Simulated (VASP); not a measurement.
Write the native input for VASP 6.6.1 that does the following.

```
Task                   : single point
Functional             : LDA
Potentials or basis    : VASP PAW LDA potentials, release 64 (Al)
Cutoff                 : 520 eV
k mesh                 : 2 × 2 × 1
Occupations            : fermi-dirac, width 0.1 eV
Spin                   : no spin polarisation
Dipole correction      : no
Further INCAR settings : LREAL = Auto; ALGO = Normal; EDIFF = 1e-07; NBANDS = 44
```

The structure of Al lies in POSCAR:

```
Al
1.0
    5.7275650000      0.0000000000      0.0000000000
    4.2956740000      7.4403250000      0.0000000000
    0.0000000000      0.0000000000     15.6765370000
Al
19
Direct
    0.1666684695      0.1111107378      0.0637895984
    0.6666715249      0.1111107378      0.0637895984
    0.1666708227      0.4444429511      0.0637895984
    0.6666738781      0.4444429511      0.0637895984
    0.1666731759      0.7777751644      0.0637895984
    0.6666762313      0.7777751644      0.0637895984
    0.0425311513      0.2843558581      0.2410864083
    0.6284578163      0.1578022465      0.2377438333
   -0.1351450474      0.5838320235      0.3409554036
    0.4346249967      0.5382291768      0.2000696965
   -0.1155211414      0.8666288099      0.2649182023
    0.3369643888      0.9023530558      0.2436635081
    0.4545218796     -0.1330183829      0.4236522390
    0.9956079820     -0.0683034679      0.4450536493
    0.4195896471      0.1705839463      0.4237925761
    0.6155527818      0.3922274901      0.3494457992
    0.2389984049      0.5341702143      0.4490468781
    0.7465542680      0.5457960506      0.4991408498
   -0.0470556943      1.2314515831      0.4988601756
```

One way to write it, as run:

INCAR

```
SYSTEM = Al
  PREC = Accurate
  ENCUT = 520
  EDIFF = 1E-7
  ISMEAR = -1
  SIGMA = 0.1
  LREAL = Auto
  LASPH = .TRUE.
  NELM = 100
  ALGO = Normal
  ISIF = 2
  LWAVE = .FALSE.
  LCHARG = .FALSE.
  GGA = CA
  NBANDS = 44
```

KPOINTS

```
Automatic mesh
0
G
  2 2 1
  0 0 0
```

Potentials or basis: VASP PAW LDA potentials, release 64 (Al).

The run is started by

```console
$ cat potpaw_LDA.64/Al/POTCAR > POTCAR
$ mpirun -np 1 vasp_std > vasp.out
```

Results of the run:

```
Largest force : 3.891 eV/Å
```

Caveat: the k points lie up to 0.63 Å⁻¹ apart.

It took 4.4 min on 1 thread of AMD EPYC 7R43 64-Core Processor (Zen 3), with other jobs on the host, peak memory 0.49 GiB.
